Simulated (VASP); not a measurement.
Set up this calculation in VASP 6.6.1, as the native input.

- Task: single point
- Functional: PBE
- Potentials or basis: VASP PAW PBE potentials, release 64 (Mg, O)
- Cutoff: 520 eV
- k mesh: 3 × 2 × 3
- Occupations: fermi-dirac, width 0.15 eV
- Spin: no spin polarisation
- Dipole correction: no
- Further INCAR settings: ALGO = Normal; EDIFF = 1e-06; NBANDS = 27

The structure of Mg12O (a cell with a defect) lies in POSCAR:

```
Mg12O
1.0
    6.4200000000      0.0000000000      0.0000000000
   -4.8150000000      8.3398250000      0.0000000000
    0.0000000000      0.0000000000      5.2130400000
Mg O
12 1
Direct
    0.0051175300     -0.0084414241      0.0317473106
    0.1225899234      0.1955196902      0.4884673818
    0.0706047486      0.3589164041      0.0650484170
    0.1816479450      0.5460186515      0.5641238126
    0.0521454767      0.6804099606      0.0659883676
    0.2083497803      0.9008942034      0.6248369473
    0.5461289559      0.0058874137      0.0396889339
    0.6543808508      0.2391536993      0.5290962663
    0.4840297429      0.3016969781      0.0257239538
    0.6298813336      0.5040993066      0.6133273483
    0.4700377052      0.6887314782      0.0656238970
    0.7064685145      0.8952705842      0.4725265872
    0.4058636188      0.8189500379      0.7601706490
```

One way to write it, as run:

INCAR

```
ALGO     = Normal         # electronic algorithm
EDIFF    = 1E-6           # SCF threshold, eV
ENCUT    = 520            # plane-wave cutoff, eV
GGA      = PE             # functional
ISIF     = 2              # what is computed and relaxed
ISMEAR   = -1             # smearing method
LASPH    = T              # aspherical terms in the spheres
LCHARG   = F              # write CHGCAR
LREAL    = F              # projectors in reciprocal space
LWAVE    = F              # write WAVECAR
NBANDS   = 27             # bands
NELM     = 60             # most SCF steps
PREC     = Accurate       # precision mode
SIGMA    = 0.15           # smearing width, eV
```

KPOINTS

```
k-points
0
Gamma
  3 2 3
```

Potentials or basis: VASP PAW PBE potentials, release 64 (Mg, O).

The run is started by

```sh
$ cat potpaw_PBE.64/Mg/POTCAR potpaw_PBE.64/O/POTCAR > POTCAR
$ mpirun -np 1 vasp_std > vasp.out
```

Results of the run:

- Pressure: 2.2 GPa
- Largest force: 1.904 eV/Å
- Band gap on the k mesh: zero (band 15 reaches 2.99 eV, above the bottom of band 16 at 2.40 eV)

Caveat: the k points lie up to 0.40 Å⁻¹ apart.

It took 61 s on 1 thread of Intel(R) Xeon(R) Platinum 8488C (Sapphire Rapids), with other jobs on the host, peak memory 0.35 GiB.
